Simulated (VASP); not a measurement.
Runs of VASP 6.6.1 on SrO. The structure is that of space group Fm-3m (No. 225), or close to it. The cells are those of the table. 

```tsv
cell	gap on the mesh (eV)	pressure (GPa)
a = 3.612, b = 3.612, c = 3.666 Å, angles 59.5, 59.5, 61.0°, 2 atoms	(a)	4.0
a = 3.670, b = 3.670, c = 3.557 Å, angles 61.0, 61.0, 58.0°, 2 atoms	3.14	4.6
a = 3.648, b = 3.648, c = 3.593 Å, angles 60.5, 60.5, 59.0°, 2 atoms	3.20	4.0
a = 3.629 Å, angles 60.0°, 2 atoms	3.26	(b)
```

Alike in all rows: task single point; level PBE; potentials or basis VASP PAW PBE potentials, release 64 (Sr_sv, O); no spin polarisation; k mesh 6 × 6 × 6; cutoff (eV) 600; smearing gaussian 0.05 eV.

Question: Fill in the values left out.

Answer: (a) 3.11; (b) 3.8.

A k mesh can miss the band edges, and the runs leave out spin-orbit coupling on Sr.
